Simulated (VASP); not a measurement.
# Sr5Y in VASP: further runs

The runs below take Sr5Y through single point, with PBE.

All numbers are computed with VASP 6.6.1; they aren't measurements. Logs are shortened: lines on timing, memory, paths and dates and some standing lists are left out, and cuts for length are marked.

### Step 1. The cell of the first run

The cell holds a slab with vacuum, 6 atoms: a = 4.270 Å, b = 4.270 Å, c = 35.096 Å, α = 90.00°, β = 90.00°, γ = 90.00°.

### Step 2. Single point, PBE

Input file INCAR:

```
SYSTEM = Sr5Y
ALGO = Normal
DIPOL = 0.5 0.5 0.500
EDIFF = 1E-6
ENCUT = 520
GGA = PE
IDIPOL = 3
ISIF = 2
ISMEAR = -1
LASPH = .TRUE.
LCHARG = .TRUE.
LDIPOL = .TRUE.
LELF = .TRUE.
LREAL = .FALSE.
LVACPOTAV = .TRUE.
LVHAR = .TRUE.
LWAVE = .FALSE.
NBANDS = 40
NELM = 100
PREC = Accurate
SIGMA = 0.05
```

Input file KPOINTS:

```
k-points
0
G
  9 9 1
  0 0 0
```

Input file POSCAR:

```
Sr5Y
1.0
    4.2697043870      0.0000000000      0.0000000000
    0.0000000000      4.2697043870      0.0000000000
    0.0000000000      0.0000000000     35.0957000000
Y Sr
1 5
Direct
    0.2500000000      0.2500000000      0.2874821881
    0.7500000000      0.7500000000      0.3716427093
    0.2500000000      0.2500000000      0.4571855354
    0.7500000000      0.7500000000      0.5428144995
    0.2500000000      0.2500000000      0.6283572617
    0.7500000000      0.7500000000      0.7125178059
```

Potentials or basis: VASP PAW PBE potentials, release 64 (Y_sv, Sr_sv).

The run is started by

```
$ cat potpaw_PBE.64/Y_sv/POTCAR potpaw_PBE.64/Sr_sv/POTCAR > POTCAR
$ mpirun -np 1 vasp_std > vasp.out
```

OUTCAR:

```text
SYSTEM = Sr5Y
   EDIFF = 1E-6
   ENCUT = 520
   GGA = PE
   ISIF = 2
   ISMEAR = -1
   LASPH = .TRUE.
   LREAL = .FALSE.
   NELM = 100
   PREC = Accurate

 ion  position               nearest neighbor table
   1  0.250  0.250  0.287-   2 4.22   2 4.22   2 4.22   2 4.22
   2  0.750  0.750  0.372-   1 4.22   1 4.22   1 4.22   1 4.22   3 4.26   3 4.26   3 4.26   3 4.26

   3  0.250  0.250  0.457-   2 4.26   2 4.26   2 4.26   2 4.26   4 4.26   4 4.26   4 4.26   4 4.26

   4  0.750  0.750  0.543-   5 4.26   5 4.26   5 4.26   5 4.26   3 4.26   3 4.26   3 4.26   3 4.26

   5  0.250  0.250  0.628-   6 4.22   6 4.22   6 4.22   6 4.22   4 4.26   4 4.26   4 4.26   4 4.26

   6  0.750  0.750  0.713-   5 4.22   5 4.22   5 4.22   5 4.22

  LATTYP: Found a simple tetragonal cell.
 ALAT       =     4.2697043870
 C/A-ratio  =     8.2197025412

  Lattice vectors:

 A1 = (   4.2697043870,   0.0000000000,   0.0000000000)
 A2 = (   0.0000000000,   4.2697043870,   0.0000000000)
 A3 = (   0.0000000000,   0.0000000000,  35.0957000000)

Analysis of symmetry for initial positions (statically):
=====================================================================
 Subroutine PRICEL returns:
 Original cell was already a primitive cell.

 Routine SETGRP: Setting up the symmetry group for a
 simple tetragonal supercell.

 Subroutine GETGRP returns: Found  8 space group operations
 (whereof  2 operations were pure point group operations)
 out of a pool of 16 trial point group operations.

The static configuration has the point symmetry C_1h.
 The point group associated with its full space group is C_4v.

Analysis of symmetry for dynamics (positions and initial velocities):
=====================================================================
 Subroutine PRICEL returns:
 Original cell was already a primitive cell.

 Routine SETGRP: Setting up the symmetry group for a
 simple tetragonal supercell.

 Subroutine GETGRP returns: Found  8 space group operations
 (whereof  2 operations were pure point group operations)
 out of a pool of 16 trial point group operations.

The dynamic configuration has the point symmetry C_1h.
 The point group associated with its full space group is C_4v.

 Subroutine INISYM returns: Found  8 space group operations
 (whereof  2 operations are pure point group operations),
 and found     1 'primitive' translations

----------------------------------------------------------------------------------------

                                     Primitive cell

  volume of cell :     639.8078

  direct lattice vectors                    reciprocal lattice vectors
     4.269704387  0.000000000  0.000000000     0.234208252  0.000000000  0.000000000
     0.000000000  4.269704387  0.000000000     0.000000000  0.234208252  0.000000000
     0.000000000  0.000000000 35.095700000     0.000000000  0.000000000  0.028493519

  length of vectors
     4.269704387  4.269704387 35.095700000     0.234208252  0.234208252  0.028493519

  position of ions in fractional coordinates (direct lattice)
     0.250000000  0.250000000  0.287482188
     0.750000000  0.750000000  0.371642709
     0.250000000  0.250000000  0.457185535
     0.750000000  0.750000000  0.542814499
     0.250000000  0.250000000  0.628357262
     0.750000000  0.750000000  0.712517806

  ion indices of the primitive-cell ions
   primitive index   ion index
                 1           1
                 2           2
                 3           3
                 4           4
                 5           5
                 6           6

----------------------------------------------------------------------------------------

 KPOINTS: k-points

Automatic generation of k-mesh.
 Grid dimensions read from file:
 generate k-points for:    9    9    1

 Generating k-lattice:

  Cartesian coordinates                     Fractional coordinates (reciprocal lattice)
     0.026023139  0.000000000  0.000000000     0.111111111  0.000000000  0.000000000
     0.000000000  0.026023139  0.000000000     0.000000000  0.111111111  0.000000000
     0.000000000  0.000000000  0.028493519     0.000000000  0.000000000  1.000000000

  Length of vectors
     0.026023139  0.026023139  0.028493519

  Shift w.r.t. Gamma in fractional coordinates (k-lattice)
     0.000000000  0.000000000  0.000000000

 Subroutine IBZKPT returns following result:
 ===========================================

 Found     15 irreducible k-points:

 Following reciprocal coordinates:
            Coordinates               Weight
  0.000000  0.000000  0.000000      1.000000
  0.111111  0.000000  0.000000      4.000000
  0.222222  0.000000  0.000000      4.000000
  0.333333  0.000000  0.000000      4.000000
  0.444444  0.000000  0.000000      4.000000
  0.111111  0.111111  0.000000      4.000000
  0.222222  0.111111  0.000000      8.000000
  0.333333  0.111111  0.000000      8.000000
  0.444444  0.111111  0.000000      8.000000
  0.222222  0.222222  0.000000      4.000000
  0.333333  0.222222  0.000000      8.000000
  0.444444  0.222222  0.000000      8.000000
  0.333333  0.333333  0.000000      4.000000
  0.444444  0.333333  0.000000      8.000000
  0.444444  0.444444  0.000000      4.000000
   k-points           NKPTS =     15   k-points in BZ     NKDIM =     15   number of bands    NBANDS=     40
   number of dos      NEDOS =    301   number of ions     NIONS =      6
   total plane-waves  NPLWV = 276480
   dimension x,y,z NGX =    32 NGY =   32 NGZ =  270
   dimension x,y,z NGXF=    64 NGYF=   64 NGZF=  540
   ions per type =               1   5
   NGX,Y,Z   is equivalent  to a cutoff of  12.46, 12.46, 12.79 a.u.
   NGXF,Y,Z  is equivalent  to a cutoff of  24.92, 24.92, 25.58 a.u.
 SYSTEM =  Sr5Y
   PREC   = accura    normal or accurate (medium, high low for compatibility)
   ISTART =      0    job   : 0-new  1-cont  2-samecut
   ICHARG =      2    charge: 1-file 2-atom 10-const
   ISPIN  =      1    spin polarized calculation?
   LNONCOLLINEAR =      F non collinear calculations
   LSORBIT =      F    spin-orbit coupling
   LASPH  =      T    aspherical Exc in radial PAW
   ENCUT  =  520.0 eV  38.22 Ry    6.18 a.u.   7.94  7.94 65.25*2*pi/ulx,y,z
   NELM   =    100;   NELMIN=  2; NELMDL= -5     # of ELM steps
   EDIFF  = 0.1E-05   stopping-criterion for ELM
   LREAL  =      F    real-space projection
   EDIFFG = 0.1E-04   stopping-criterion for IOM
   NSW    =      0    number of steps for IOM
   IBRION =     -1    ionic relax: 0-MD 1-quasi-New 2-CG
   NFREE  =      0    steps in history (QN), initial steepest desc. (CG)
   ISIF   =      2    stress and relaxation
   ISYM   =      2    0-nonsym 1-usesym 2-fastsym
   POTIM  = 0.5000    time-step for ionic-motion
   TEBEG  =    0.0;   TEEND  =   0.0 temperature during run
   PSTRESS=    0.0 pullay stress
   NELECT =      61.0000    total number of electrons
   NUPDOWN=      -1.0000    fix difference up-down
   EMIN   =  10.00;   EMAX   =-10.00  energy-range for DOS
   EFERMI =   0.00;   METHOD = LEGACY
   ISMEAR =    -1;   SIGMA  =   0.05  broadening in eV -4-tet -1-fermi 0-gaus
   EFERMI_NEDOS =   21; number of points for ismear=-14 and -15
   IALGO  =     38    algorithm
   IMIX   =      4    mixing-type and parameters
     AMIX     =   0.40;   BMIX     =  1.00
     AMIX_MAG =   1.60;   BMIX_MAG =  1.00
  volume/ion in A,a.u.               =     106.63       719.61
  Fermi-wavevector in a.u.,A,eV,Ry     =   0.747885  1.413298  7.610177  0.559332
  Thomas-Fermi vector in A             =   1.844044
   LORBIT       =      0    0 simple, 1 ext, 2 COOP (PROOUT), +10 PAW based schemes
   GGA     = PE    functional components
   LHFCALC =     F    Hartree Fock is set to
   AEXX    =    0.0000 exact exchange contribution
   IVDW    =     0    specifies the selected vdW correction
   LEPSILON=     F    determine dielectric tensor
   LRPA    =     F    only Hartree local field effects (RPA)
 non-spin polarized calculation
  energy-cutoff  :      520.00
  volume of cell :      639.81
 maximum number of plane-waves:     17301
 NGX is ok and might be reduce to    32
   NGX = 15   NGY = 15   NGZ =131

 dipolmoment           0.000000      0.000000      0.002326 electrons x Angstroem

 number of electron      61.0000000 magnetization

 dipolmoment           0.000000      0.000000     -0.037280 electrons x Angstroem

 Free energy of the ion-electron system (eV)
  ---------------------------------------------------
  ext. energy  EPLUGINS =         0.00000000
  ---------------------------------------------------
  free energy    TOTEN  =       -12.41140666 eV

  energy without entropy =      -12.29308120  energy(sigma->0) =      -12.35224393

 E-fermi :  -0.4774     XC(G=0):  -4.2774

 val. band max:       -0.4971972755   @ k =   0.2222   0.0000   0.0000
 cond. band min:      -0.4771889439   @ k =   0.3333   0.1111   0.0000
 fundamental gap:      0.0200083316
 Fermi energy:        -0.4773787961

 k-point     1 :       0.0000    0.0000    0.0000
  band No.  band energies     occupation
      1     -45.0207      2.00000
      2     -37.5927      2.00000
      3     -37.0944      2.00000
      4     -37.0783      2.00000
      5     -37.0087      2.00000
      6     -36.8719      2.00000
[... 32 lines left out ...]
     39       0.8771      0.00000
     40       0.9726      0.00000

 k-point     2 :       0.1111    0.0000    0.0000
  band No.  band energies     occupation
      1     -45.0205      2.00000
      2     -37.5921      2.00000
      3     -37.0937      2.00000
      4     -37.0779      2.00000
      5     -37.0082      2.00000
      6     -36.8714      2.00000
[... 548 lines left out ...]
     39       0.4548      0.00000
     40       0.4935      0.00000

 k-point    15 :       0.4444    0.4444    0.0000
  band No.  band energies     occupation
      1     -45.0174      2.00000
      2     -37.5840      2.00000
      3     -37.0839      2.00000
      4     -37.0706      2.00000
      5     -37.0001      2.00000
      6     -36.8631      2.00000
[... 32 lines left out ...]
     39       0.4517      0.00000
     40       0.4587      0.00000

------------------------ aborting loop because EDIFF is reached ----------------------------------------

  FORCE on cell =-STRESS in cart. coord.  units (eV):
  Direction    XX          YY          ZZ          XY          YZ          ZX
  --------------------------------------------------------------------------------------
  -------------------------------------------------------------------------------------
  Total       -3.0020257     -3.0020257     -1.5664617      0.0000000      0.0000000      0.0000000
  in kB       -7.5175350     -7.5175350     -3.9226615      0.0000000      0.0000000      0.0000000
  external PRESSURE =      -6.3192438 kB  Pullay stress =       0.0000000 kB

 VOLUME and BASIS-vectors are now :
 -----------------------------------------------------------------------------
  energy-cutoff  :      520.00
  volume of cell :      639.81
      direct lattice vectors                 reciprocal lattice vectors
     4.269704387  0.000000000  0.000000000     0.234208252  0.000000000  0.000000000
     0.000000000  4.269704387  0.000000000     0.000000000  0.234208252  0.000000000
     0.000000000  0.000000000 35.095700000     0.000000000  0.000000000  0.028493519

 POSITION                                       TOTAL-FORCE (eV/Angst)
 -----------------------------------------------------------------------------------
      1.06743      1.06743     10.08939        -0.000000     -0.000000      0.565317
      3.20228      3.20228     13.04306         0.000000     -0.000000     -0.593805
      1.06743      1.06743     16.04525        -0.000000      0.000000      0.029053
      3.20228      3.20228     19.05045         0.000000     -0.000000     -0.009348
      1.06743      1.06743     22.05264        -0.000000     -0.000000      0.003870
      3.20228      3.20228     25.00631         0.000000      0.000000      0.004913
 -----------------------------------------------------------------------------------
    total drift:                                0.000000      0.000000      0.000667

  FREE ENERGIE OF THE ION-ELECTRON SYSTEM (eV)
  ---------------------------------------------------
  free  energy   TOTEN  =       -12.4114066582 eV

  energy  without entropy=      -12.2930812022  energy(sigma->0) =      -12.35224393

 vacuum level on the upper side and lower side of the slab         2.029         2.401
```

Run time: 22 min. Hardware: 1 thread of Intel Xeon 6975P-C (Granite Rapids), shared host; peak memory 0.8 GiB.

What came out:

| Quantity | Value |
| --- | --- |
| Free energy | -12.4114 eV |
| Largest force | 0.594 eV/Å |
| Band gap on the k mesh | zero (an odd number of electrons rules out a gap without spin polarisation) |

Forces in eV/Å, atoms in the order of the input:
```
Y    0.000  0.000  0.565
Sr   0.000  0.000 -0.594
Sr   0.000  0.000  0.029
Sr   0.000  0.000 -0.009
Sr   0.000  0.000  0.004
Sr   0.000  0.000  0.005
```

(Part 1 of 2 ends here.)

The gap in the log of VASP goes by the Fermi energy; the results here count the filled bands.